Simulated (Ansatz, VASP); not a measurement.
# Two plane-wave programs on FeSi3

```
CELL_PARAMETERS angstrom
4.63907 0.00000 0.00000
0.00000 4.63907 0.00000
0.00000 0.00000 4.63907
ATOMIC_POSITIONS crystal
Fe 0.00000 0.00000 0.00000
Fe 0.50000 0.50000 0.50000
Si 0.00000 0.50000 0.25000
Si 0.00000 0.50000 0.75000
Si 0.25000 0.00000 0.50000
Si 0.75000 0.00000 0.50000
Si 0.50000 0.75000 0.00000
Si 0.50000 0.25000 0.00000
```

Alike in both runs: functional PBE; k mesh 4 × 4 × 4; occupations gaussian, width 0.1 eV; collinear spin.

Ansatz relaxed the structure, and its values are those at the end. VASP's run is a single point on that final structure, the one shown.

|  | VASP | Ansatz |
| --- | --- | --- |
| version | VASP 6.6.1 | Ansatz 0.2.0 |
| potentials or method | VASP PAW PBE potentials, release 64 (Fe, Si), cutoff 600 eV | scalar-relativistic, plane waves, PAW |
| valence electrons in the cell | 40 | 56 |

VASP gave:

- gap on the k mesh at the Fermi level (eV): none
- pressure (GPa): 0.0
- net moment per atom (μB): 0.30
- size of the moment on the site where the two differ most (μB): 1.21

Q: Which values does Ansatz return?

A: gap on the k mesh at the Fermi level (eV): none; pressure (GPa): 0.0; net moment per atom (μB): 0.30; size of the moment on the site where the two differ most (μB): 1.22.

Site moments also hang on the region over which each program counts them. A gap of «none» marks a metal or a gap that the smearing closes. VASP's potentials hold 40 valence electrons a cell and Ansatz's 56, so a difference there can come from the potentials and not from the codes.
